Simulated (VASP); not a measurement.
# Ta2As5 (P6/mmm) in VASP: a series of runs

Runs on Ta2As5. Level: PBE. Tasks: single point.

Program: VASP 6.6.1. These are calculated values, not measurements. Logs are shortened: lines on timing, memory, paths and dates and some standing lists are left out, and cuts for length are marked.

## Step 1: The cell of the first run

Symmetry: P6/mmm, No. 191, hexagonal system. Conventional cell: a = 4.589 Å, b = 4.589 Å, c = 8.673 Å, α = 90.00°, β = 90.00°, γ = 120.00°. Ta (site symmetry -6m2) has 3 Ta at 2.65 Å and 2 As at 2.68 Å within 3.5 Å. As (site symmetry 3m) has 7 As at 2.65 to 3.32 Å and 1 Ta at 2.68 Å within 3.5 Å. As (site symmetry 6/mmm) has 12 As at 3.13 Å within 4.1 Å.

## Step 2: Single point, PBE

Contents of INCAR:

```
SYSTEM = Ta2As5
PREC     = Accurate       ! precision mode
ENCUT    = 520            ! plane-wave cutoff, eV
EDIFF    = 1E-7           ! SCF threshold, eV
ISMEAR   = 0              ! smearing method
SIGMA    = 0.1            ! smearing width, eV
LREAL    = .FALSE.        ! projectors in reciprocal space
LASPH    = .TRUE.         ! aspherical terms in the spheres
NELM     = 100            ! most SCF steps
ALGO     = Normal         ! electronic algorithm
ISIF     = 2              ! what is computed and relaxed
LWAVE    = .FALSE.        ! write WAVECAR
LCHARG   = .FALSE.        ! write CHGCAR
GGA      = PE             ! functional
NBANDS   = 32             ! bands
```

Contents of KPOINTS:

```
Automatic mesh
0
G
  6 6 2
  0 0 0
```

Contents of POSCAR:

```
Ta2As5
1.0
    4.5891164384      0.0000000000      0.0000000000
   -2.2945582192      3.9742914166      0.0000000000
    0.0000000000      0.0000000000      8.6727865536
Ta As
2 5
Direct
    0.3333333333      0.6666666667      0.5000000000
    0.6666666667      0.3333333333      0.5000000000
    0.3333333333      0.6666666667      0.8085852934
    0.3333333333      0.6666666667      0.1914147066
    0.6666666667      0.3333333333      0.1914147066
    0.6666666667      0.3333333333      0.8085852934
    0.0000000000      0.0000000000      0.0000000000
```

Potentials or basis: VASP PAW PBE potentials, release 64 (Ta_pv, As).

The run is started by

```bash
$ cat potpaw_PBE.64/Ta_pv/POTCAR potpaw_PBE.64/As/POTCAR > POTCAR
$ mpirun -np 1 vasp_std > vasp.out
```

OUTCAR:

```text
SYSTEM = Ta2As5
   PREC = Accurate
   ENCUT = 520
   EDIFF = 1E-7
   ISMEAR = 0
   LREAL = .FALSE.
   LASPH = .TRUE.
   NELM = 100
   ISIF = 2
   GGA = PE

 ion  position               nearest neighbor table
   1  0.333  0.667  0.500-   2 2.65   2 2.65   2 2.65   4 2.68   3 2.68
   2  0.667  0.333  0.500-   1 2.65   1 2.65   1 2.65   6 2.68   5 2.68
   3  0.333  0.667  0.809-   6 2.65   6 2.65   6 2.65   1 2.68
   4  0.333  0.667  0.191-   5 2.65   5 2.65   5 2.65   1 2.68
   5  0.667  0.333  0.191-   4 2.65   4 2.65   4 2.65   2 2.68
   6  0.667  0.333  0.809-   3 2.65   3 2.65   3 2.65   2 2.68
   7  0.000  0.000  0.000-

  LATTYP: Found a hexagonal cell.
 ALAT       =     4.5891164384
 C/A-ratio  =     1.8898597737

  Lattice vectors:

 A1 = (   4.5891164384,   0.0000000000,   0.0000000000)
 A2 = (  -2.2945582192,   3.9742914166,   0.0000000000)
 A3 = (   0.0000000000,   0.0000000000,   8.6727865536)

Analysis of symmetry for initial positions (statically):
=====================================================================
 Subroutine PRICEL returns:
 Original cell was already a primitive cell.

 Routine SETGRP: Setting up the symmetry group for a
 hexagonal supercell.

 Subroutine GETGRP returns: Found 24 space group operations
 (whereof 24 operations were pure point group operations)
 out of a pool of 24 trial point group operations.

The static configuration has the point symmetry D_6h.

Analysis of symmetry for dynamics (positions and initial velocities):
=====================================================================
 Subroutine PRICEL returns:
 Original cell was already a primitive cell.

 Routine SETGRP: Setting up the symmetry group for a
 hexagonal supercell.

 Subroutine GETGRP returns: Found 24 space group operations
 (whereof 24 operations were pure point group operations)
 out of a pool of 24 trial point group operations.

The dynamic configuration has the point symmetry D_6h.

 Subroutine INISYM returns: Found 24 space group operations
 (whereof 24 operations are pure point group operations),
 and found     1 'primitive' translations

----------------------------------------------------------------------------------------

                                     Primitive cell

  volume of cell :     158.1785

  direct lattice vectors                    reciprocal lattice vectors
     4.589116438  0.000000000  0.000000000     0.217906870  0.125808590  0.000000000
    -2.294558219  3.974291417  0.000000000     0.000000000  0.251617180  0.000000000
     0.000000000  0.000000000  8.672786554     0.000000000  0.000000000  0.115303195

  length of vectors
     4.589116438  4.589116438  8.672786554     0.251617180  0.251617180  0.115303195

  position of ions in fractional coordinates (direct lattice)
     0.333333333  0.666666667  0.500000000
     0.666666667  0.333333333  0.500000000
     0.333333333  0.666666667  0.808585293
     0.333333333  0.666666667  0.191414707
     0.666666667  0.333333333  0.191414707
     0.666666667  0.333333333  0.808585293
     0.000000000  0.000000000  0.000000000

  ion indices of the primitive-cell ions
   primitive index   ion index
                 1           1
                 2           2
                 3           3
                 4           4
                 5           5
                 6           6
                 7           7

----------------------------------------------------------------------------------------

 KPOINTS: Automatic mesh

Automatic generation of k-mesh.
 Grid dimensions read from file:
 generate k-points for:    6    6    2

 Generating k-lattice:

  Cartesian coordinates                     Fractional coordinates (reciprocal lattice)
     0.036317812  0.020968098  0.000000000     0.166666667  0.000000000  0.000000000
     0.000000000  0.041936197  0.000000000     0.000000000  0.166666667  0.000000000
     0.000000000  0.000000000  0.057651598     0.000000000  0.000000000  0.500000000

  Length of vectors
     0.041936197  0.041936197  0.057651598

  Shift w.r.t. Gamma in fractional coordinates (k-lattice)
     0.000000000  0.000000000  0.000000000

 Subroutine IBZKPT returns following result:
 ===========================================

 Found     14 irreducible k-points:

 Following reciprocal coordinates:
            Coordinates               Weight
  0.000000  0.000000  0.000000      1.000000
  0.166667 -0.000000  0.000000      6.000000
  0.333333  0.000000  0.000000      6.000000
  0.500000 -0.000000  0.000000      3.000000
  0.166667  0.166667  0.000000      6.000000
  0.333333  0.166667  0.000000     12.000000
  0.333333  0.333333  0.000000      2.000000
  0.000000  0.000000  0.500000      1.000000
  0.166667 -0.000000  0.500000      6.000000
  0.333333  0.000000  0.500000      6.000000
  0.500000 -0.000000  0.500000      3.000000
  0.166667  0.166667  0.500000      6.000000
  0.333333  0.166667  0.500000     12.000000
  0.333333  0.333333  0.500000      2.000000
   k-points           NKPTS =     14   k-points in BZ     NKDIM =     14   number of bands    NBANDS=     32
   number of dos      NEDOS =    301   number of ions     NIONS =      7
   total plane-waves  NPLWV =  90720
   dimension x,y,z NGX =    36 NGY =   36 NGZ =   70
   dimension x,y,z NGXF=    72 NGYF=   72 NGZF=  140
   ions per type =               2   5
   NGX,Y,Z   is equivalent  to a cutoff of  13.04, 13.04, 13.42 a.u.
   NGXF,Y,Z  is equivalent  to a cutoff of  26.08, 26.08, 26.84 a.u.
 SYSTEM =  Ta2As5
   PREC   = accura    normal or accurate (medium, high low for compatibility)
   ISTART =      0    job   : 0-new  1-cont  2-samecut
   ICHARG =      2    charge: 1-file 2-atom 10-const
   ISPIN  =      1    spin polarized calculation?
   LNONCOLLINEAR =      F non collinear calculations
   LSORBIT =      F    spin-orbit coupling
   LASPH  =      T    aspherical Exc in radial PAW
   ENCUT  =  520.0 eV  38.22 Ry    6.18 a.u.   8.53  8.53 16.13*2*pi/ulx,y,z
   NELM   =    100;   NELMIN=  2; NELMDL= -5     # of ELM steps
   EDIFF  = 0.1E-06   stopping-criterion for ELM
   LREAL  =      F    real-space projection
   EDIFFG = 0.1E-05   stopping-criterion for IOM
   NSW    =      0    number of steps for IOM
   IBRION =     -1    ionic relax: 0-MD 1-quasi-New 2-CG
   NFREE  =      0    steps in history (QN), initial steepest desc. (CG)
   ISIF   =      2    stress and relaxation
   ISYM   =      2    0-nonsym 1-usesym 2-fastsym
   POTIM  = 0.5000    time-step for ionic-motion
   TEBEG  =    0.0;   TEEND  =   0.0 temperature during run
   PSTRESS=    0.0 pullay stress
   NELECT =      47.0000    total number of electrons
   NUPDOWN=      -1.0000    fix difference up-down
   EMIN   =  10.00;   EMAX   =-10.00  energy-range for DOS
   EFERMI =   0.00;   METHOD = LEGACY
   ISMEAR =     0;   SIGMA  =   0.10  broadening in eV -4-tet -1-fermi 0-gaus
   EFERMI_NEDOS =   21; number of points for ismear=-14 and -15
   IALGO  =     38    algorithm
   IMIX   =      4    mixing-type and parameters
     AMIX     =   0.40;   BMIX     =  1.00
     AMIX_MAG =   1.60;   BMIX_MAG =  1.00
  volume/ion in A,a.u.               =      22.60       152.49
  Fermi-wavevector in a.u.,A,eV,Ry     =   1.092425  2.064384 16.237089  1.193392
  Thomas-Fermi vector in A             =   2.228690
   LORBIT       =      0    0 simple, 1 ext, 2 COOP (PROOUT), +10 PAW based schemes
   GGA     = PE    functional components
   LHFCALC =     F    Hartree Fock is set to
   AEXX    =    0.0000 exact exchange contribution
   IVDW    =     0    specifies the selected vdW correction
   LEPSILON=     F    determine dielectric tensor
   LRPA    =     F    only Hartree local field effects (RPA)
 non-spin polarized calculation
 Gauss-broadening in eV      SIGMA  =   0.10
  energy-cutoff  :      520.00
  volume of cell :      158.18
 maximum number of plane-waves:      4323
 NGX is ok and might be reduce to    36
   NGX = 17   NGY = 17   NGZ = 33

 number of electron      46.9999999 magnetization

 Free energy of the ion-electron system (eV)
  ---------------------------------------------------
  ext. energy  EPLUGINS =         0.00000000
  ---------------------------------------------------
  free energy    TOTEN  =       -41.61251777 eV

  energy without entropy =      -41.58327463  energy(sigma->0) =      -41.59789620

 E-fermi :   4.5004     XC(G=0): -10.1858

 val. band max:        4.4878339315   @ k =   0.5000  -0.0000   0.0000
 cond. band min:       4.5429695759   @ k =   0.3333   0.3333   0.0000
 fundamental gap:      0.0551356444
 Fermi energy:         4.5003910737

 k-point     1 :       0.0000    0.0000    0.0000
  band No.  band energies     occupation
      1     -29.7800      2.00000
      2     -29.7800      2.00000
      3     -29.6466      2.00000
      4     -29.3737      2.00000
      5     -28.7765      2.00000
      6     -28.7765      2.00000
[... 24 lines left out ...]
     31       6.8082      0.00000
     32       6.9323      0.00000

 k-point     2 :       0.1667   -0.0000    0.0000
  band No.  band energies     occupation
      1     -29.8017      2.00000
      2     -29.7330      2.00000
      3     -29.6307      2.00000
      4     -29.3900      2.00000
      5     -28.8277      2.00000
      6     -28.7515      2.00000
[... 24 lines left out ...]
     31       6.7050      0.00000
     32       7.2030      0.00000
[... 383 lines left out ...]
     31       7.3006      0.00000
     32       7.8897      0.00000

 k-point    14 :       0.3333    0.3333    0.5000
  band No.  band energies     occupation
      1     -29.9038      2.00000
      2     -29.5111      2.00000
      3     -29.5111      2.00000
      4     -29.2884      2.00000
      5     -29.2884      2.00000
      6     -28.6361      2.00000
[... 24 lines left out ...]
     31       7.3418      0.00000
     32       7.7606      0.00000

------------------------ aborting loop because EDIFF is reached ----------------------------------------

  FORCE on cell =-STRESS in cart. coord.  units (eV):
  Direction    XX          YY          ZZ          XY          YZ          ZX
  --------------------------------------------------------------------------------------
  -------------------------------------------------------------------------------------
  Total        0.3179531      0.3179531      0.3217943      0.0000000      0.0000000      0.0000000
  in kB        3.2205210      3.2205210      3.2594283      0.0000000      0.0000000      0.0000000
  external PRESSURE =       3.2334901 kB  Pullay stress =       0.0000000 kB

 VOLUME and BASIS-vectors are now :
 -----------------------------------------------------------------------------
  energy-cutoff  :      520.00
  volume of cell :      158.18
      direct lattice vectors                 reciprocal lattice vectors
     4.589116438  0.000000000  0.000000000     0.217906870  0.125808590  0.000000000
    -2.294558219  3.974291417  0.000000000     0.000000000  0.251617180  0.000000000
     0.000000000  0.000000000  8.672786554     0.000000000  0.000000000  0.115303195

 POSITION                                       TOTAL-FORCE (eV/Angst)
 -----------------------------------------------------------------------------------
     -0.00000      2.64953      4.33639        -0.000000      0.000000     -0.000000
      2.29456      1.32476      4.33639         0.000000     -0.000000      0.000000
     -0.00000      2.64953      7.01269        -0.000000      0.000000     -0.001262
     -0.00000      2.64953      1.66010        -0.000000      0.000000      0.001262
      2.29456      1.32476      1.66010         0.000000     -0.000000      0.001262
      2.29456      1.32476      7.01269         0.000000      0.000000     -0.001262
      0.00000      0.00000      0.00000        -0.000000      0.000000      0.000000
 -----------------------------------------------------------------------------------
    total drift:                                0.000000      0.000000     -0.000000

  FREE ENERGIE OF THE ION-ELECTRON SYSTEM (eV)
  ---------------------------------------------------
  free  energy   TOTEN  =       -41.6125177655 eV

  energy  without entropy=      -41.5832746274  energy(sigma->0) =      -41.59789620
```

It took 60 s on 1 thread of AMD EPYC 9R45 (Zen 5), shared host; peak memory 0.28 GiB.

What came out:

```yaml
Free_energy: -41.6125 eV
Pressure: 0.3 GPa
```

Caveat: the k points lie up to 0.36 Å⁻¹ apart; spin-orbit coupling is left out, which moves the levels of the heavy elements.

## Step 3: Single point, PBE

This run uses another cell than the first one, of 26.44 Å³/atom, 1.170 times its volume.

Contents of INCAR:

```
SYSTEM = Ta2As5
ALGO = Normal
EDIFF = 1E-6
ENCUT = 520
GGA = PE
ISIF = 2
ISMEAR = 0
LASPH = .True.
LCHARG = .False.
LREAL = .False.
LWAVE = .False.
NBANDS = 32
NELM = 80
PREC = Accurate
SIGMA = 0.1
```

Contents of KPOINTS:

```
k-points
0
Gamma
  6 6 2
  0 0 0
```

Contents of POSCAR:

```
Ta2As5
1.0
    4.4819784800      0.0000000000      0.0000000000
   -2.2409892400      3.8815072200      0.0000000000
    0.0000000000      0.0000000000     10.6400918700
Ta As
2 5
Direct
    0.3333333300      0.6666666700      0.5000000000
    0.6666666700      0.3333333300      0.5000000000
    0.3333333300      0.6666666700      0.8813187700
    0.3333333300      0.6666666700      0.1186812300
    0.6666666700      0.3333333300      0.1186812300
    0.6666666700      0.3333333300      0.8813187700
    0.0000000000      0.0000000000      0.0000000000
```

Potentials or basis: VASP PAW PBE potentials, release 64 (Ta_pv, As).

The run is started by

```bash
$ cat potpaw_PBE.64/Ta_pv/POTCAR potpaw_PBE.64/As/POTCAR > POTCAR
$ mpirun -np 1 vasp_std > vasp.out
```

Wall time 60 s (1 thread of AMD EPYC 9R45 (Zen 5), shared host); peak memory 0.3 GiB.

The run converged. Its results:

- Free energy: -36.8741 eV
- Pressure: 5.2 GPa
- Largest force: 1.366 eV/Å

Forces on the atoms (eV/Å):
```
Ta   0.000  0.000  0.000
Ta   0.000  0.000  0.000
As   0.000  0.000 -1.366
As   0.000  0.000  1.366
As   0.000  0.000  1.366
As   0.000  0.000 -1.366
As   0.000  0.000  0.000
```

Stress tensor (GPa, compression positive):
```
 7.87  0.00  0.00
 0.00  7.87  0.00
 0.00  0.00 -0.29
```

Levels at points of the mesh, in eV from the Fermi level:
```
           k point  band 21  band 22  band 23  band 24  band 25  band 26  band 27  band 28
(0.00, 0.00, 0.00)    -0.32    -0.22    -0.11    -0.11     0.17     0.70     0.70     0.93
(0.50, 0.00, 0.00)    -0.61    -0.40     0.04     0.19     0.44     0.74     0.93     1.99
(0.00, 0.00, 0.50)    -0.26    -0.21    -0.12    -0.12     0.67     0.67     0.97     0.97
(0.50, 0.00, 0.50)    -0.48    -0.35    -0.34    -0.01     0.46     0.98     1.38     1.62
```

Caveat: spin-orbit coupling is left out, which moves the levels of the heavy elements; forces of over 1 eV/Å act on the atoms, so gaps and moduli don't describe the material at rest.
